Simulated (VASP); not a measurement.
# Te (P3_121) in VASP: further runs

Runs on Te. Level: r2SCAN. Tasks: single point, relaxation of cell and atoms.

Everything below comes from runs of VASP 6.6.1. Logs are shortened: lines on timing, memory, paths and dates and some standing lists are left out, and cuts for length are marked.

### 1 The cell of the first run

The structure is trigonal, space group P3_121 (No. 152). Conventional cell: a = 4.387 Å, b = 4.387 Å, c = 5.941 Å, α = 90.00°, β = 90.00°, γ = 120.00°. Within 3.8 Å of Te (site symmetry 2) lie 6 Te at 2.85 to 3.43 Å.

### 2 Single point, r2SCAN

POSCAR reads:

```
Te
1.0
    4.3873200494      0.0000000000      0.0000000000
   -2.1936600247      3.7995306174      0.0000000000
    0.0000000000      0.0000000000      5.9409991159
Te
3
Direct
    0.2702667616      0.0000000000      0.3333333333
    0.0000000000      0.2702667616      0.6666666667
    0.7297332384      0.7297332384      0.0000000000
```

INCAR.step1 reads:

```
SYSTEM = Te
PREC = Accurate ; ENCUT = 520
ISMEAR = 0 ; SIGMA = 0.01
LREAL = .FALSE. ; LASPH = .TRUE.
NELM = 80 ; NBANDS = 16
GGA = PE ; ALGO = Normal
EDIFF = 1E-4 ; LWAVE = .TRUE.
LCHARG = .FALSE.
```

INCAR.step2 reads:

```
SYSTEM = Te
PREC = Accurate ; ENCUT = 520
EDIFF = 1E-6 ; ISMEAR = 0
SIGMA = 0.01 ; LREAL = .FALSE.
LASPH = .TRUE. ; NELM = 80
ALGO = Normal ; ISIF = 2
LWAVE = .FALSE. ; LCHARG = .TRUE.
METAGGA = R2SCAN ; LMIXTAU = .TRUE.
LELF = .TRUE. ; LVHAR = .TRUE.
NBANDS = 16 ; ISTART = 1
```

KPOINTS reads:

```
regular mesh
0
G
  6 6 4
  0 0 0
```

Potentials or basis: VASP PAW PBE potentials, release 64 (Te).

The run is started by

```console
$ cat potpaw_PBE.64/Te/POTCAR > POTCAR
$ cp INCAR.step1 INCAR
$ mpirun -np 1 vasp_std > vasp.out
$ cp INCAR.step2 INCAR
$ mpirun -np 1 vasp_std > vasp.out
```

OUTCAR:

```text
SYSTEM = Te
   PREC = Accurate
   ENCUT = 520
   EDIFF = 1E-6
   ISMEAR = 0
   LREAL = .FALSE.
   LASPH = .TRUE.
   NELM = 80
   ISIF = 2
   METAGGA = R2SCAN
   ISTART = 1

 ion  position               nearest neighbor table
   1  0.270  0.000  0.333-   3 2.85   2 2.85   3 3.43   3 3.43   2 3.43   2 3.43
   2  0.000  0.270  0.667-   3 2.85   1 2.85   3 3.43   3 3.43   1 3.43   1 3.43
   3  0.730  0.730  0.000-   1 2.85   2 2.85   1 3.43   2 3.43   2 3.43   1 3.43

  LATTYP: Found a hexagonal cell.
 ALAT       =     4.3873200494
 C/A-ratio  =     1.3541294114

  Lattice vectors:

 A1 = (   4.3873200494,   0.0000000000,   0.0000000000)
 A2 = (  -2.1936600247,   3.7995306174,   0.0000000000)
 A3 = (   0.0000000000,   0.0000000000,   5.9409991159)

Analysis of symmetry for initial positions (statically):
=====================================================================
 Subroutine PRICEL returns:
 Original cell was already a primitive cell.

 Routine SETGRP: Setting up the symmetry group for a
 hexagonal supercell.

 Subroutine GETGRP returns: Found  6 space group operations
 (whereof  2 operations were pure point group operations)
 out of a pool of 24 trial point group operations.

The static configuration has the point symmetry C_2 .
 The point group associated with its full space group is D_3 .

Analysis of symmetry for dynamics (positions and initial velocities):
=====================================================================
 Subroutine PRICEL returns:
 Original cell was already a primitive cell.

 Routine SETGRP: Setting up the symmetry group for a
 hexagonal supercell.

 Subroutine GETGRP returns: Found  6 space group operations
 (whereof  2 operations were pure point group operations)
 out of a pool of 24 trial point group operations.

The dynamic configuration has the point symmetry C_2 .
 The point group associated with its full space group is D_3 .

 Subroutine INISYM returns: Found  6 space group operations
 (whereof  2 operations are pure point group operations),
 and found     1 'primitive' translations

----------------------------------------------------------------------------------------

                                     Primitive cell

  volume of cell :      99.0350

  direct lattice vectors                    reciprocal lattice vectors
     4.387320049  0.000000000  0.000000000     0.227929576  0.131595202  0.000000000
    -2.193660025  3.799530617  0.000000000     0.000000000  0.263190404  0.000000000
     0.000000000  0.000000000  5.940999116     0.000000000  0.000000000  0.168321856

[... 87 lines left out ...]
   NSW    =      0    number of steps for IOM
   IBRION =     -1    ionic relax: 0-MD 1-quasi-New 2-CG
   NFREE  =      0    steps in history (QN), initial steepest desc. (CG)
   ISIF   =      2    stress and relaxation
   ISYM   =      2    0-nonsym 1-usesym 2-fastsym
   POTIM  = 0.5000    time-step for ionic-motion
   TEBEG  =    0.0;   TEEND  =   0.0 temperature during run
   PSTRESS=    0.0 pullay stress
   NELECT =      18.0000    total number of electrons
   NUPDOWN=      -1.0000    fix difference up-down
   EMIN   =  10.00;   EMAX   =-10.00  energy-range for DOS
   EFERMI =   0.00;   METHOD = LEGACY
   ISMEAR =     0;   SIGMA  =   0.01  broadening in eV -4-tet -1-fermi 0-gaus
   EFERMI_NEDOS =   21; number of points for ismear=-14 and -15
   IALGO  =     38    algorithm
   IMIX   =      4    mixing-type and parameters
     AMIX     =   0.40;   BMIX     =  1.00
     AMIX_MAG =   1.60;   BMIX_MAG =  1.00
  volume/ion in A,a.u.               =      33.01       222.77
  Fermi-wavevector in a.u.,A,eV,Ry     =   0.927334  1.752407 11.700302  0.859948
  Thomas-Fermi vector in A             =   2.053392
   LORBIT       =      0    0 simple, 1 ext, 2 COOP (PROOUT), +10 PAW based schemes
   METAGGA = R2SCAN    functional components
   LHFCALC =     F    Hartree Fock is set to
   AEXX    =    0.0000 exact exchange contribution
   IVDW    =     0    specifies the selected vdW correction
   LEPSILON=     F    determine dielectric tensor
   LRPA    =     F    only Hartree local field effects (RPA)
 non-spin polarized calculation
 Gauss-broadening in eV      SIGMA  =   0.01
  energy-cutoff  :      520.00
  volume of cell :       99.04
 maximum number of plane-waves:      2700
 NGX is ok and might be reduce to    36
   NGX = 17   NGY = 17   NGZ = 23

 number of electron      17.9999999 magnetization

 Free energy of the ion-electron system (eV)
  ---------------------------------------------------
  ext. energy  EPLUGINS =         0.00000000
  ---------------------------------------------------
  free energy    TOTEN  =       -76.19416529 eV

  energy without entropy =      -76.19416529  energy(sigma->0) =      -76.19416529

 E-fermi :   6.2736     XC(G=0):  -9.6327

 val. band max:        6.1668723489   @ k =   0.3333   0.3333   0.5000
 cond. band min:       6.4022978052   @ k =   0.3333   0.3333   0.5000
 fundamental gap:      0.2354254563
 Fermi energy:         6.2735638423

 k-point     1 :       0.0000    0.0000    0.0000
  band No.  band energies     occupation
      1      -8.2070      2.00000
      2      -4.6117      2.00000
      3      -4.6117      2.00000
      4       2.9217      2.00000
      5       3.3292      2.00000
      6       3.3292      2.00000
[... 433 lines left out ...]
      3      -4.3507      2.00000
      4       0.5833      2.00000
      5       0.7541      2.00000
      6       0.7541      2.00000
[... 8 lines left out ...]
     15      13.0569      0.00000
     16      13.7720      0.00000

------------------------ aborting loop because EDIFF is reached ----------------------------------------

  FORCE on cell =-STRESS in cart. coord.  units (eV):
  Direction    XX          YY          ZZ          XY          YZ          ZX
  --------------------------------------------------------------------------------------
  -------------------------------------------------------------------------------------
  Total        1.2468649      1.2468649      1.2587721      0.0000000      0.0000000     -0.0000000
  in kB       20.1716407     20.1716407     20.3642740      0.0000000      0.0000000     -0.0000000
  external PRESSURE =      20.2358518 kB  Pullay stress =       0.0000000 kB

 VOLUME and BASIS-vectors are now :
 -----------------------------------------------------------------------------
  energy-cutoff  :      520.00
  volume of cell :       99.04
      direct lattice vectors                 reciprocal lattice vectors
     4.387320049  0.000000000  0.000000000     0.227929576  0.131595202  0.000000000
    -2.193660025  3.799530617  0.000000000     0.000000000  0.263190404  0.000000000
     0.000000000  0.000000000  5.940999116     0.000000000  0.000000000  0.168321856

 POSITION                                       TOTAL-FORCE (eV/Angst)
 -----------------------------------------------------------------------------------
      1.18575      0.00000      1.98033         0.027614     -0.000000      0.000000
     -0.59287      1.02689      3.96067        -0.013807      0.023915     -0.000000
      1.60079      2.77264      0.00000        -0.013807     -0.023915     -0.000000
 -----------------------------------------------------------------------------------
    total drift:                                0.000001      0.000001      0.000000

  FREE ENERGIE OF THE ION-ELECTRON SYSTEM (eV)
  ---------------------------------------------------
  free  energy   TOTEN  =       -76.1941652900 eV

  energy  without entropy=      -76.1941652900  energy(sigma->0) =      -76.19416529
```

OUTCAR.step1:

```text
SYSTEM = Te
   PREC = Accurate
   ENCUT = 520
   ISMEAR = 0
   LREAL = .FALSE.
   LASPH = .TRUE.
   NELM = 80
[... 680 lines left out ...]
      1.18575      0.00000      1.98033         0.241435     -0.000000     -0.000000
     -0.59287      1.02689      3.96067        -0.120717      0.209088      0.000000
      1.60079      2.77264      0.00000        -0.120717     -0.209088      0.000000
 -----------------------------------------------------------------------------------
    total drift:                                0.000000     -0.000000      0.000000

  FREE ENERGIE OF THE ION-ELECTRON SYSTEM (eV)
  ---------------------------------------------------
  free  energy   TOTEN  =        -9.3842997758 eV

  energy  without entropy=       -9.3842997758  energy(sigma->0) =       -9.38429978
```

Wall time 86 s (1 thread of Intel Xeon Platinum 8488C (Sapphire Rapids), shared host); peak memory 0.26 GiB.

What came out:

* Free energy: -76.1942 eV
* Pressure: 2.0 GPa
* Largest force: 0.028 eV/Å
* Band gap on the k mesh: 0.24 eV, direct

Forces on the atoms (eV/Å):
```
Te   0.028  0.000  0.000
Te  -0.014  0.024  0.000
Te  -0.014 -0.024  0.000
```

Caveat: the PAW data sets were made with another functional, which shifts forces and pressure a little; spin-orbit coupling is left out, which moves the levels of the heavy elements. A k mesh can miss the band edges.

### 3 Relaxation of cell and atoms, r2SCAN, target pressure 2 GPa, at which the enthalpy is minimised

This run uses another cell than the first one, of 36.36 Å³/atom, 1.101 times its volume.

POSCAR reads:

```
Te
1.0
    4.6167308216      0.0000000000      0.0000000000
   -2.3083654108      3.9982061739      0.0000000000
    0.0000000000      0.0000000000      5.9088345653
Te
3
Direct
    0.2536884730      0.0000000000      0.3333333333
    0.0000000000      0.2536884730      0.6666666667
    0.7463115270      0.7463115270      0.0000000000
```

INCAR.step1 reads:

```
SYSTEM = Te
PREC = Accurate
ENCUT = 600
ISMEAR = 0
SIGMA = 0.01
LREAL = .False.
LASPH = .True.
NELM = 80
GGA = PE
ALGO = Normal
EDIFF = 1E-4
LWAVE = .True.
LCHARG = .False.
```

INCAR.step2 reads:

```
SYSTEM = Te
PREC = Accurate
ENCUT = 600
EDIFF = 1E-6
ISMEAR = 0
SIGMA = 0.01
LREAL = .False.
LASPH = .True.
NELM = 80
ALGO = Normal
ISIF = 3
LWAVE = .False.
LCHARG = .False.
METAGGA = R2SCAN
LMIXTAU = .True.
IBRION = 2
NSW = 100
EDIFFG = -0.002
PSTRESS = 20.0
ISTART = 1
```

KPOINTS reads:

```
regular mesh
0
Gamma
  6 6 4
  0 0 0
```

Potentials or basis: VASP PAW PBE potentials, release 64 (Te).

The run is started by

```console
$ cat potpaw_PBE.64/Te/POTCAR > POTCAR
$ cp INCAR.step1 INCAR
$ mpirun -np 1 vasp_std > vasp.out
$ cp INCAR.step2 INCAR
$ mpirun -np 1 vasp_std > vasp.out
```

Run time: 20 min. Hardware: 1 thread of Intel Xeon Platinum 8488C (Sapphire Rapids), shared host; peak memory 0.31 GiB.

Results (log left out):

| Quantity | Value |
| --- | --- |
| Free energy | -76.1932 eV |
| Relaxed volume | 32.92 Å³/atom |
| Relaxed cell | a = 4.382 Å, b = 4.382 Å, c = 5.941 Å, α = 90.00°, β = 90.00°, γ = 120.00° |
| Space group after relaxing (to 0.05 Å) | P3_121 (No. 152) |
| Energy change on relaxing (the enthalpy is what falls) | +17.6 meV/atom |
| Ionic steps | 19 |
| Pressure after relaxing | 2.0 GPa |
| Band gap on the k mesh | 0.23 eV, direct |

Step by step:
```csv
step,energy change (eV),largest force (eV/Å),pressure (GPa),volume (Å³)
1,0.0000,0.0253,0.06,109.07
2,0.0678,0.4876,3.37,102.26
3,0.0267,0.3070,2.03,104.75
4,0.0270,0.2533,2.05,103.51
5,0.0453,0.1240,2.35,99.81
6,0.1770,0.0598,4.21,92.51
7,0.0615,0.1005,2.66,98.32
8,0.0349,0.1394,0.54,101.22
9,0.0473,0.0180,1.95,99.23
10,0.0488,0.0130,1.96,99.10
11,0.0526,0.0021,2.00,98.78
12,0.0528,0.0011,1.99,98.77
13,0.0532,0.0007,2.00,98.74
14,0.0531,0.0014,2.01,98.75
15,0.0529,0.0017,2.01,98.76
16,0.0518,0.0047,1.95,98.85
17,0.0527,0.0002,1.99,98.78
18,0.0528,0.0004,1.99,98.77
19,0.0528,0.0013,2.00,98.77
```

Final structure:
```
Te
1.0
     4.38168    0.00000    0.00000
    -2.19084    3.79464    0.00000
     0.00000    0.00000    5.94052
Te
3
Direct
  0.27172 0.00000 0.33333
  0.00000 0.27172 0.66667
  0.72828 0.72828 0.00000
```

Levels at points of the mesh, in eV from the valence-band top:
```csv
k point,band 5,band 6,band 7,band 8,band 9,band 10,band 11,band 12,band 13
"(0.00, 0.00, 0.00)",-2.83,-2.83,-1.78,-1.78,-1.00,1.10,1.10,1.83,5.27
"(0.50, 0.00, 0.00)",-4.77,-3.91,-3.88,-1.09,-0.87,0.94,0.99,3.10,4.04
"(0.00, 0.00, 0.50)",-2.85,-2.85,-1.48,-1.05,-1.05,0.48,0.69,0.69,4.23
"(0.50, 0.00, 0.50)",-3.92,-3.85,-2.68,-2.37,-0.27,0.72,2.07,2.80,4.79
```

Caveat: the cell is relaxed towards a set pressure, so the enthalpy falls and the energy may rise; the PAW data sets were made with another functional, which shifts forces and pressure a little; spin-orbit coupling is left out, which moves the levels of the heavy elements.
